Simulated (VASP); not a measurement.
Wanted: the native input for a VASP 6.6.1 run.

```yaml
Task: single point
Functional: PBEsol
Potentials_or_basis: VASP PAW PBE potentials, release 64 (Sn_d, Te)
Cutoff: 520 eV
k_mesh: 14 × 14 × 14
Occupations: gaussian, width 0.01 eV
Spin: no spin polarisation
Dipole_correction: no
Further_INCAR_settings: ALGO = Normal; EDIFF = 1e-07; NBANDS = 17
```

The structure of SnTe lies in POSCAR:

```
SnTe
1.0
    0.0000000000      2.9898673489      2.9898673489
    2.9898673489      0.0000000000      2.9898673489
    2.9898673489      2.9898673489      0.0000000000
Sn Te
1 1
Direct
    0.0000000000      0.0000000000      0.0000000000
    0.5000000000      0.5000000000      0.5000000000
```

One way to write it, as run:

INCAR

```
PREC = Accurate
ENCUT = 520
EDIFF = 1E-7
ISMEAR = 0
SIGMA = 0.01
LREAL = False
LASPH = True
NELM = 60
ALGO = Normal
ISIF = 2
LWAVE = False
LCHARG = True
GGA = PS
LELF = True
LVHAR = True
NBANDS = 17
```

KPOINTS

```
regular mesh
0
Gamma
  14 14 14
```

Potentials or basis: VASP PAW PBE potentials, release 64 (Sn_d, Te).

Run with:

```bash
$ cat potpaw_PBE.64/Sn_d/POTCAR potpaw_PBE.64/Te/POTCAR > POTCAR
$ mpirun -np 1 vasp_std > vasp.out
```

Results of the run:

- Pressure: 10.1 GPa
- Band gap on the k mesh: 0.05 eV (least direct gap 0.23 eV)

Caveat: the cell stands under pressure; the PAW data sets were made with another functional, which shifts forces and pressure a little; spin-orbit coupling is left out, which moves the levels of the heavy elements.

It took 86 s on 1 thread of Intel(R) Xeon(R) Platinum 8259CL CPU @ 2.50GHz (Skylake/Cascade Lake), on a shared host, peak memory 0.24 GiB.
